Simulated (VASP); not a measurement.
Wanted: the native input for a VASP 6.6.1 run.

* Task: single point
* Functional: PBE
* Potentials or basis: VASP PAW PBE potentials, release 64 (Li_sv, F)
* Cutoff: 520 eV
* k mesh: 10 × 10 × 10
* Occupations: gaussian, width 0.02 eV
* Spin: no spin polarisation
* Dipole correction: no
* Further INCAR settings: ALGO = Normal; EDIFF = 1e-06; NBANDS = 12

The structure of LiF lies in POSCAR:

```
LiF
1.0
    0.0000000000      2.0041918200      2.0041918200
    2.0444718200     -0.0402800000      2.0444718200
    2.0041918200      2.0041918200      0.0000000000
Li F
1 1
Direct
    0.0215001342     -0.0645004025      0.0215001342
    0.4784998658      0.5645004025      0.4784998658
```

This cell differs from its parent crystal: strained and its atoms moved.

The input as run:

INCAR

```
SYSTEM = LiF
PREC = Accurate ; ENCUT = 520
EDIFF = 1E-6 ; ISMEAR = 0
SIGMA = 0.02 ; LREAL = .FALSE.
LASPH = .TRUE. ; NELM = 60
ALGO = Normal ; ISIF = 2
LWAVE = .FALSE. ; LCHARG = .TRUE.
GGA = PE ; LELF = .TRUE.
LVHAR = .TRUE. ; NBANDS = 12
```

KPOINTS

```
regular mesh
0
G
  10 10 10
  0 0 0
```

Potentials or basis: VASP PAW PBE potentials, release 64 (Li_sv, F).

Launch:

```bash
$ cat potpaw_PBE.64/Li_sv/POTCAR potpaw_PBE.64/F/POTCAR > POTCAR
$ mpirun -np 1 vasp_std > vasp.out
```

It gave:

The largest force is 0.475 eV/Å and the band gap on the k mesh is 8.87 eV, direct.

Caveat: the cell differs from its parent crystal (strained and its atoms moved).

It took 35 s on 1 thread of Intel Xeon 6975P-C, on a shared host, peak memory 0.14 GiB.
